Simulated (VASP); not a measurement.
The system is Y.

```
Y
1.0
    -2.09784    2.09784    2.09784
     2.09784   -2.09784    2.09784
     2.09784    2.09784   -2.09784
Y
1
Direct
  0.00000 0.00000 0.00000
```

| Item | Value |
| --- | --- |
| Program | VASP 6.6.1 |
| Task | relaxation of cell and atoms |
| Functional | r2SCAN |
| Potentials or basis | VASP PAW PBE potentials, release 64 (Y_sv) |
| Cutoff | 600 eV |
| k mesh | 14 × 14 × 14 |
| Occupations | gaussian, width 0.1 eV |
| Spin | no spin polarisation |

At the start: pressure -3.1 GPa; volume 36.93 Å³/atom.

Q: Where does the relaxation end?

A: Over 3 steps the energy falls by 34.1 meV/atom and the volume is 33.67 Å³/atom (-8.8 %); space group Im-3m (No. 229, to 0.05 Å).

Step by step:
| step | energy change (eV) | largest force (eV/Å) | pressure (GPa) | volume (Å³) |
| --- | --- | --- | --- | --- |
| 1 | 0.0000 | 0.0000 | -3.13 | 36.93 |
| 2 | -0.0334 | 0.0000 | 0.58 | 33.21 |
| 3 | -0.0341 | 0.0000 | 0.03 | 33.67 |

Final structure:
```cif
data_structure
_symmetry_space_group_name_H-M 'P 1'
_symmetry_Int_Tables_number 1
_cell_length_a 3.5233
_cell_length_b 3.5233
_cell_length_c 3.5233
_cell_angle_alpha 109.471
_cell_angle_beta 109.471
_cell_angle_gamma 109.471
_cell_volume 33.67
loop_
_atom_site_label
_atom_site_type_symbol
_atom_site_fract_x
_atom_site_fract_y
_atom_site_fract_z
_atom_site_occupancy
Y1 Y 0.00000 0.00000 0.00000 1
```

Caveat: the PAW data sets were made with another functional, which shifts forces and pressure a little.
